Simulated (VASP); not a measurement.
## TlB2: relaxation of cell and atoms with PBE

The system is TlB2.

```
Tl B
1.0
     0.00000    3.48717    3.48717
     3.48717    0.00000    3.48717
     3.48717    3.48717    0.00000
Tl B
2 4
Direct
  0.00000 0.00000 0.00000
  0.25000 0.25000 0.25000
  0.62500 0.62500 0.62500
  0.12500 0.62500 0.62500
  0.62500 0.62500 0.12500
  0.62500 0.12500 0.62500
```

```
Program                : VASP 6.6.1
Task                   : relaxation of cell and atoms
Functional             : PBE
Potentials or basis    : VASP PAW PBE potentials, release 64 (Tl_d, B)
Cutoff                 : 600 eV
k mesh                 : 10 × 10 × 10
Occupations            : gaussian, width 0.1 eV
Spin                   : no spin polarisation
Dipole correction      : no
Further INCAR settings : ALGO = Fast; EDIFF = 1e-06; IBRION = 2; EDIFFG = -0.01; NSW = 100; ISIF = 3
```

```
Relaxed volume                        : 14.28 Å³/atom
Relaxed cell                          : a = 4.948 Å, b = 4.948 Å, c = 4.948 Å, α = 60.00°, β = 60.00°, γ = 60.00°
Space group after relaxing (to 0.1 Å) : Fd-3m (No. 227)
Energy gained by relaxing             : 0.3 meV/atom
Ionic steps                           : 2
Pressure after relaxing               : 0.0 GPa
Band gap on the k mesh                : zero (bands 19 and 20 overlap by 3.49 eV)
```

The path:
```csv
step,energy change (eV),largest force (eV/Å),pressure (GPa),volume (Å³)
1,0.0000,0.0000,0.78,84.81
2,-0.0020,0.0000,-0.03,85.65
```

Final structure:
```cif
data_structure
_symmetry_space_group_name_H-M 'P 1'
_symmetry_Int_Tables_number 1
_cell_length_a 4.9479
_cell_length_b 4.9479
_cell_length_c 4.9479
_cell_angle_alpha 60.000
_cell_angle_beta 60.000
_cell_angle_gamma 60.000
_cell_volume 85.65
loop_
_atom_site_label
_atom_site_type_symbol
_atom_site_fract_x
_atom_site_fract_y
_atom_site_fract_z
_atom_site_occupancy
Tl1 Tl 0.00000 0.00000 0.00000 1
Tl2 Tl 0.25000 0.25000 0.25000 1
B1 B 0.62500 0.62500 0.62500 1
B2 B 0.12500 0.62500 0.62500 1
B3 B 0.62500 0.62500 0.12500 1
B4 B 0.62500 0.12500 0.62500 1
```

Levels at points of the mesh, in eV from the Fermi level:
| k point | band 17 | band 18 | band 19 | band 20 | band 21 | band 22 |
| --- | --- | --- | --- | --- | --- | --- |
| (0.00, 0.00, 0.00) | -2.89 | -2.89 | -2.89 | -0.64 | -0.09 | -0.09 |
| (0.50, 0.00, 0.00) | -3.29 | -3.18 | 0.16 | 1.47 | 1.47 | 1.56 |
| (0.50, 0.50, 0.00) | 0.89 | 0.89 | 1.70 | 1.70 | 1.82 | 1.82 |

Run time: 4.3 min on 1 thread of Oxide Virtual Turin-like Processor, with other jobs on the host, peak memory 0.27 GiB.

Caveat: spin-orbit coupling is left out, which moves the levels of the heavy elements.
